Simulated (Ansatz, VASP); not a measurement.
# One calculation of TiO2, two programs

Contents of POSCAR:

```
TiO2
1.0
    4.5968534940      0.0000000000      0.0000000000
    0.0000000000      4.5968534940      0.0000000000
    0.0000000000      0.0000000000      2.8353516159
Ti O
2 4
Direct
    0.0000000000      0.0000000000      0.0000000000
    0.5000000000      0.5000000000      0.5000000000
    0.3026069597      0.3026069597      0.0000000000
    0.1973930403      0.8026069597      0.5000000000
    0.8026069597      0.1973930403      0.5000000000
    0.6973930403      0.6973930403      0.0000000000
```

The input INCAR.step1:

```
PREC = Accurate
ENCUT = 520
ISMEAR = 0
SIGMA = 0.01
LREAL = F
LASPH = T
NELM = 60
NBANDS = 33
GGA = PE
ALGO = Normal
EDIFF = 1E-4
LWAVE = T
LCHARG = F
```

Contents of INCAR.step2:

```
PREC = Accurate
ENCUT = 520
EDIFF = 1E-6
ISMEAR = 0
SIGMA = 0.01
LREAL = F
LASPH = T
NELM = 60
ALGO = Normal
ISIF = 2
LWAVE = F
LCHARG = T
METAGGA = R2SCAN
LMIXTAU = T
LELF = T
LVHAR = T
NBANDS = 33
ISTART = 1
```

KPOINTS

```
Automatic mesh
0
Gamma
  6 6 8
```

Input for Ansatz:

```yaml
crystal:
  lattice:
    - [4.596853494, 0.0, 0.0]
    - [0.0, 4.596853494, 0.0]
    - [0.0, 0.0, 2.8353516159]
  atoms:
    - { symbol: Ti, position: [0.0, 0.0, 0.0] }
    - { symbol: Ti, position: [0.5, 0.5, 0.5] }
    - { symbol: O, position: [0.3026069597, 0.3026069597, 0.0] }
    - { symbol: O, position: [0.1973930403, 0.8026069597, 0.5] }
    - { symbol: O, position: [0.8026069597, 0.1973930403, 0.5] }
    - { symbol: O, position: [0.6973930403, 0.6973930403, 0.0] }
kpoints:
  mp_grid: { grid: [6, 6, 8] }
  band_path:
    path:
      - [0.0, 0.0, 0.0]
      - [0.0, 0.5, 0.0]
      - [0.5, 0.5, 0.0]
      - [0.0, 0.0, 0.5]
      - [0.0, 0.5, 0.5]
      - [0.5, 0.5, 0.5]
    npoints: 1
hamiltonian:
  xc: r2scan
scf:
  occupations: { method: fixed }
  n_extra_bands: 5
output:
  forces: true
  stress: true
  eigenvalues: true
```

Change from the starting cell: uniaxial_z strain -4.0%.

Alike in both runs: task single point; functional r2SCAN; k mesh 6 × 6 × 8; no spin polarisation.

|  | VASP | Ansatz |
| --- | --- | --- |
| version | VASP 6.6.1 | Ansatz 0.2.0 |
| potentials or method | VASP PAW PBE potentials, release 64 (Ti_sv, O) | plane waves, PAW |
| plane-wave cutoff (eV) | 520 | 500 |
| occupations | gaussian, width 0.01 eV | fixed |
| valence electrons in the cell | 48 | 48 |

```csv
,VASP,Ansatz,Ansatz less VASP
gap on the k mesh at the Fermi level (eV),2.31,2.30,-0.008
pressure (GPa),14.0,12.5,-1.43
"traceless stress, the component that is largest in VASP (GPa)",11.33,10.80,-0.523
rms of the force components (eV/Å),0.024,0.001,-0.0229
```

VASP's potentials were made for PBE, not for r2SCAN. Atom by atom the forces differ by 0.023 eV/Å (rms over components).
